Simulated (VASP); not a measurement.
# CdS (Cm) in VASP: notebook, part 3 of 3

VASP 6.6.1.

## (6) Single point, r2SCAN

The input, POSCAR:

```
CdS
1.0
    0.0000000000      2.9100000000      2.9100000000
    2.9100000000      0.0000000000      2.9100000000
    2.9100000000      2.9100000000      0.0000000000
Cd S
1 1
Direct
    0.0000000000      0.0000000000      0.0000000000
    0.7044389961      0.7500000000      0.7500000000
```

The input, INCAR.step1:

```
ALGO = Normal
EDIFF = 1E-4
ENCUT = 520
GGA = PE
ISMEAR = 0
LASPH = True
LCHARG = False
LREAL = False
LWAVE = True
NBANDS = 16
NELM = 60
PREC = Accurate
SIGMA = 0.05
```

The input, INCAR.step2:

```
ALGO = Normal
EDIFF = 1E-6
ENCUT = 520
ISIF = 2
ISMEAR = 0
ISTART = 1
LASPH = True
LCHARG = True
LELF = True
LMIXTAU = True
LREAL = False
LVHAR = True
LWAVE = False
METAGGA = R2SCAN
NBANDS = 16
NELM = 60
PREC = Accurate
SIGMA = 0.05
```

The input, KPOINTS:

```
k-points
0
Gamma
  8 8 8
```

Potentials or basis: VASP PAW PBE potentials, release 64 (Cd, S).

Launch:

```console
> cat potpaw_PBE.64/Cd/POTCAR potpaw_PBE.64/S/POTCAR > POTCAR
> cp INCAR.step1 INCAR
> mpirun -np 1 vasp_std > vasp.out
> cp INCAR.step2 INCAR
> mpirun -np 1 vasp_std > vasp.out
```

OUTCAR:

```text
EDIFF = 1E-6
   ENCUT = 520
   ISIF = 2
   ISMEAR = 0
   ISTART = 1
   LASPH = True
   LREAL = False
   METAGGA = R2SCAN
   NELM = 60
   PREC = Accurate

 ion  position               nearest neighbor table
   1  0.000  0.000  0.000-   2 2.37   2 2.53   2 2.53   2 2.68
   2  0.704  0.750  0.750-   1 2.37   1 2.53   1 2.53   1 2.68

  LATTYP: Found a face centered cubic cell.
 ALAT       =     5.8200000000

  Lattice vectors:

 A1 = (   0.0000000000,   2.9100000000,   2.9100000000)
 A2 = (   2.9100000000,   0.0000000000,   2.9100000000)
 A3 = (   2.9100000000,   2.9100000000,   0.0000000000)

Analysis of symmetry for initial positions (statically):
=====================================================================
 Subroutine PRICEL returns:
 Original cell was already a primitive cell.

 Routine SETGRP: Setting up the symmetry group for a
 face centered cubic supercell.

 Subroutine GETGRP returns: Found  2 space group operations
 (whereof  2 operations were pure point group operations)
 out of a pool of 48 trial point group operations.

The static configuration has the point symmetry C_1h.

Analysis of symmetry for dynamics (positions and initial velocities):
=====================================================================
 Subroutine PRICEL returns:
 Original cell was already a primitive cell.

 Routine SETGRP: Setting up the symmetry group for a
 face centered cubic supercell.

 Subroutine GETGRP returns: Found  2 space group operations
 (whereof  2 operations were pure point group operations)
 out of a pool of 48 trial point group operations.

The dynamic configuration has the point symmetry C_1h.

 Subroutine INISYM returns: Found  2 space group operations
 (whereof  2 operations are pure point group operations),
 and found     1 'primitive' translations

----------------------------------------------------------------------------------------

                                     Primitive cell

  volume of cell :      49.2843

  direct lattice vectors                    reciprocal lattice vectors
     0.000000000  2.910000000  2.910000000    -0.171821306  0.171821306  0.171821306
     2.910000000  0.000000000  2.910000000     0.171821306 -0.171821306  0.171821306
     2.910000000  2.910000000  0.000000000     0.171821306  0.171821306 -0.171821306

  length of vectors
     4.115361467  4.115361467  4.115361467     0.297603232  0.297603232  0.297603232

  position of ions in fractional coordinates (direct lattice)
     0.000000000  0.000000000  0.000000000
     0.704438996  0.750000000  0.750000000

  ion indices of the primitive-cell ions
   primitive index   ion index
                 1           1
                 2           2

----------------------------------------------------------------------------------------

 KPOINTS: k-points

Automatic generation of k-mesh.
 Grid dimensions read from file:
 generate k-points for:    8    8    8

 Generating k-lattice:

  Cartesian coordinates                     Fractional coordinates (reciprocal lattice)
    -0.021477663  0.021477663  0.021477663     0.125000000  0.000000000  0.000000000
     0.021477663 -0.021477663  0.021477663     0.000000000  0.125000000  0.000000000
     0.021477663  0.021477663 -0.021477663     0.000000000  0.000000000  0.125000000

  Length of vectors
     0.037200404  0.037200404  0.037200404

  Shift w.r.t. Gamma in fractional coordinates (k-lattice)
     0.000000000  0.000000000  0.000000000

 Subroutine IBZKPT returns following result:
 ===========================================

 Found    150 irreducible k-points:

 Following reciprocal coordinates:
            Coordinates               Weight
  0.000000  0.000000  0.000000      1.000000
  0.125000  0.000000  0.000000      2.000000
  0.000000  0.125000  0.000000      4.000000
  0.125000  0.125000  0.125000      2.000000
  0.250000  0.000000  0.000000      2.000000
  0.000000  0.250000  0.000000      4.000000
[... 16 lines left out ...]
  0.375000  0.125000  0.000000      4.000000
  0.000000  0.375000  0.125000      4.000000
 [... further k-points ...]
   k-points           NKPTS =    150   k-points in BZ     NKDIM =    150   number of bands    NBANDS=     16
   number of dos      NEDOS =    301   number of ions     NIONS =      2
   total plane-waves  NPLWV =  32768
   dimension x,y,z NGX =    32 NGY =   32 NGZ =   32
   dimension x,y,z NGXF=    64 NGYF=   64 NGZF=   64
   ions per type =               1   1
   NGX,Y,Z   is equivalent  to a cutoff of  12.93, 12.93, 12.93 a.u.
   NGXF,Y,Z  is equivalent  to a cutoff of  25.85, 25.85, 25.85 a.u.
 SYSTEM =  unknown system
   PREC   = accura    normal or accurate (medium, high low for compatibility)
   ISTART =      1    job   : 0-new  1-cont  2-samecut
   ICHARG =      0    charge: 1-file 2-atom 10-const
   ISPIN  =      1    spin polarized calculation?
   LNONCOLLINEAR =      F non collinear calculations
   LSORBIT =      F    spin-orbit coupling
   LASPH  =      T    aspherical Exc in radial PAW
   ENCUT  =  520.0 eV  38.22 Ry    6.18 a.u.   7.65  7.65  7.65*2*pi/ulx,y,z
   NELM   =     60;   NELMIN=  2; NELMDL=  0     # of ELM steps
   EDIFF  = 0.1E-05   stopping-criterion for ELM
   LREAL  =      F    real-space projection
   EDIFFG = 0.1E-04   stopping-criterion for IOM
   NSW    =      0    number of steps for IOM
   IBRION =     -1    ionic relax: 0-MD 1-quasi-New 2-CG
   NFREE  =      0    steps in history (QN), initial steepest desc. (CG)
   ISIF   =      2    stress and relaxation
   ISYM   =      2    0-nonsym 1-usesym 2-fastsym
   POTIM  = 0.5000    time-step for ionic-motion
   TEBEG  =    0.0;   TEEND  =   0.0 temperature during run
   PSTRESS=    0.0 pullay stress
   NELECT =      18.0000    total number of electrons
   NUPDOWN=      -1.0000    fix difference up-down
   EMIN   =  10.00;   EMAX   =-10.00  energy-range for DOS
   EFERMI =   0.00;   METHOD = LEGACY
   ISMEAR =     0;   SIGMA  =   0.05  broadening in eV -4-tet -1-fermi 0-gaus
   EFERMI_NEDOS =   21; number of points for ismear=-14 and -15
   IALGO  =     38    algorithm
   IMIX   =      4    mixing-type and parameters
     AMIX     =   0.40;   BMIX     =  1.00
     AMIX_MAG =   1.60;   BMIX_MAG =  1.00
  volume/ion in A,a.u.               =      24.64       166.29
  Fermi-wavevector in a.u.,A,eV,Ry     =   1.170207  2.211371 18.631605  1.369384
  Thomas-Fermi vector in A             =   2.306669
   LORBIT       =      0    0 simple, 1 ext, 2 COOP (PROOUT), +10 PAW based schemes
   METAGGA = R2SCAN    functional components
   LHFCALC =     F    Hartree Fock is set to
   AEXX    =    0.0000 exact exchange contribution
   IVDW    =     0    specifies the selected vdW correction
   LEPSILON=     F    determine dielectric tensor
   LRPA    =     F    only Hartree local field effects (RPA)
 non-spin polarized calculation
 Gauss-broadening in eV      SIGMA  =   0.05
  energy-cutoff  :      520.00
  volume of cell :       49.28
 maximum number of plane-waves:      1363
   NGX = 15   NGY = 15   NGZ = 15

 number of electron      18.0000004 magnetization

 Free energy of the ion-electron system (eV)
  ---------------------------------------------------
  ext. energy  EPLUGINS =         0.00000000
  ---------------------------------------------------
  free energy    TOTEN  =       -29.57586499 eV

  energy without entropy =      -29.57586499  energy(sigma->0) =      -29.57586499

 E-fermi :   1.4085     XC(G=0):  -9.7651

 val. band max:        1.1438903774   @ k =   0.0000   0.0000   0.0000
 cond. band min:       2.7532421016   @ k =   0.0000   0.0000   0.0000
 fundamental gap:      1.6093517242
 Fermi energy:         1.4085282141

 k-point     1 :       0.0000    0.0000    0.0000
  band No.  band energies     occupation
      1     -11.8630      2.00000
      2      -7.0555      2.00000
      3      -6.9304      2.00000
      4      -6.7844      2.00000
      5      -6.4041      2.00000
      6      -6.3982      2.00000
[... 8 lines left out ...]
     15      13.0357      0.00000
     16      13.1132      0.00000

 k-point     2 :       0.1250    0.0000    0.0000
  band No.  band energies     occupation
      1     -11.7938      2.00000
      2      -7.0032      2.00000
      3      -6.8921      2.00000
      4      -6.7518      2.00000
      5      -6.4087      2.00000
      6      -6.4034      2.00000
[... 8 lines left out ...]
     15      12.4150      0.00000
     16      13.6324      0.00000
[... 387 lines left out ...]
      5      -6.3822      2.00000
      6      -6.3298      2.00000
[... 8 lines left out ...]
     15      13.7215      0.00000
     16      13.8355      0.00000

 k-point    24 :       0.0000    0.3750    0.1250
  band No.  band energies     occupation
      1     -11.4948      2.00000
      2      -6.8681      2.00000
      3      -6.7609      2.00000
      4      -6.4827      2.00000
      5      -6.3758      2.00000
      6      -6.2702      2.00000
[... 8 lines left out ...]
     15      13.6937      0.00000
     16      13.8214      0.00000

 [... further k-points ...]
[... 5 lines left out ...]
  --------------------------------------------------------------------------------------
  -------------------------------------------------------------------------------------
  Total        1.1182708      0.9104812      0.9104812     -1.0607155      0.3651366     -1.0607156
  in kB       36.3537003     29.5986961     29.5986961    -34.4826437     11.8701701    -34.4826467
  external PRESSURE =      31.8503642 kB  Pullay stress =       0.0000000 kB

 VOLUME and BASIS-vectors are now :
 -----------------------------------------------------------------------------
  energy-cutoff  :      520.00
  volume of cell :       49.28
      direct lattice vectors                 reciprocal lattice vectors
     0.000000000  2.910000000  2.910000000    -0.171821306  0.171821306  0.171821306
     2.910000000  0.000000000  2.910000000     0.171821306 -0.171821306  0.171821306
     2.910000000  2.910000000  0.000000000     0.171821306  0.171821306 -0.171821306

 POSITION                                       TOTAL-FORCE (eV/Angst)
 -----------------------------------------------------------------------------------
      0.00000      0.00000      0.00000         0.381666     -0.760749     -0.760749
      4.36500      4.23242      4.23242        -0.381666      0.760749      0.760749
 -----------------------------------------------------------------------------------
    total drift:                                0.000290     -0.000058     -0.000058

  FREE ENERGIE OF THE ION-ELECTRON SYSTEM (eV)
  ---------------------------------------------------
  free  energy   TOTEN  =       -29.5758649947 eV

  energy  without entropy=      -29.5758649947  energy(sigma->0) =      -29.57586499
```

OSZICAR.step1:

```text
N       E                     dE             d eps       ncg     rms          rms(c)
DAV:   1     0.109782578785E+03    0.10978E+03   -0.91396E+03  4944   0.103E+03
DAV:   2    -0.236557212402E+01   -0.11215E+03   -0.10605E+03  5824   0.255E+02
DAV:   3    -0.655255236364E+01   -0.41870E+01   -0.41791E+01  6016   0.513E+01
DAV:   4    -0.657829067946E+01   -0.25738E-01   -0.25736E-01  6104   0.392E+00
DAV:   5    -0.657863905523E+01   -0.34838E-03   -0.34837E-03  5984   0.432E-01    0.858E+00
DAV:   6    -0.603753822580E+01    0.54110E+00   -0.86051E-01  7360   0.120E+01    0.679E+00
DAV:   7    -0.601674033631E+01    0.20798E-01   -0.21192E-01  6232   0.317E+00    0.325E+00
DAV:   8    -0.601691772546E+01   -0.17739E-03   -0.20014E-02  5848   0.181E+00    0.328E-01
DAV:   9    -0.601680340424E+01    0.11432E-03   -0.23069E-03  6008   0.726E-01    0.609E-02
DAV:  10    -0.601691655275E+01   -0.11315E-03   -0.25638E-04  6184   0.170E-01    0.659E-02
DAV:  11    -0.601699846571E+01   -0.81913E-04   -0.13183E-04  5592   0.924E-02
   1 F= -.60169985E+01 E0= -.60169985E+01  d E =-.321720E-11
```

It took 3.4 min on 1 thread of AMD EPYC 9R45 (Zen 5), shared host; peak memory 0.24 GiB.

What came out:

```yaml
Free_energy: -29.5759 eV
Pressure: 3.2 GPa
Largest_force: 1.142 eV/Å
Band_gap_on_the_k_mesh: 1.61 eV
```

Forces in eV/Å, atoms in the order of the input:
```
Cd   0.382 -0.761 -0.761
S   -0.382  0.761  0.761
```

Caveat: the cell differs from its parent crystal (all S atoms moved +0.188 Å, as atom 2 towards its neighbour atom 2 (S) at 4.115 Å); the cell stands under pressure; the PAW data sets were made with another functional, which shifts forces and pressure a little.

## (7) Summary

| cell | gap on the mesh (eV) | pressure (GPa) | largest force (eV/Å) |
| --- | --- | --- | --- |
| as given, atomic positions A | 1.61 | 4.7 | 2.12 |
| as given, atomic positions B | 1.61 | 3.6 | 1.43 |
| as given, atomic positions C | 1.61 | 2.9 | 0.88 |
| as given, atomic positions D | 1.61 | 4.1 | 1.76 |
| as given, atomic positions E | 1.61 | 3.2 | 1.14 |

Alike in all rows: task single point; level r2SCAN; potentials or basis VASP PAW PBE potentials, release 64 (Cd, S); no spin polarisation; k mesh 8 × 8 × 8; cutoff (eV) 520; smearing gaussian 0.05 eV.

Caveats: the PAW data sets were made with another functional, which shifts forces and pressure a little; the cell stands under pressure (at least some runs).

Absolute energies hang on the potentials; compare differences alone.
